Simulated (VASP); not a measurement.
Input of a VASP 6.6.1 run:

File INCAR:

```
ALGO = Normal
EDIFF = 1E-6
ENCUT = 520
GGA = PS
ISIF = 2
ISMEAR = 0
LASPH = T
LCHARG = T
LELF = T
LREAL = F
LVHAR = T
LWAVE = F
NBANDS = 20
NELM = 80
PREC = Accurate
SIGMA = 0.1
```

KPOINTS

```
k-points
0
Gamma
  18 18 10
```

The input POSCAR:

```
Ta2C
1.0
    3.0818479207      0.0000000000      0.0000000000
   -1.5409239603      2.6689585899      0.0000000000
    0.0000000000      0.0000000000      5.0195019011
Ta C
2 1
Direct
    0.3333333332      0.6666666668      0.2517255401
    0.6666666668      0.3333333332      0.7482744599
    0.0000000000      0.0000000000      0.0000000000
```

Potentials or basis: VASP PAW PBE potentials, release 64 (Ta_pv, C).

Run with:

```console
$ cat potpaw_PBE.64/Ta_pv/POTCAR potpaw_PBE.64/C/POTCAR > POTCAR
$ mpirun -np 1 vasp_std > vasp.out
```

Predict the pressure.

-2.4 GPa.

What does it give for the band gap on the k mesh?

Zero (bands 13 and 14 overlap by 0.69 eV).

What does it give for the largest force?

0.044 eV/Å.

Forces in eV/Å, atoms in the order of the input:
```
Ta   0.000  0.000  0.044
Ta   0.000  0.000 -0.044
C    0.000  0.000  0.000
```

Caveat: the cell differs from its parent crystal (uniaxial strain along c: +2.0 %, then relaxed in part); the stress differs along the axes, from -8 to 0 GPa; the PAW data sets were made with another functional, which shifts forces and pressure a little; spin-orbit coupling is left out, which moves the levels of the heavy elements.
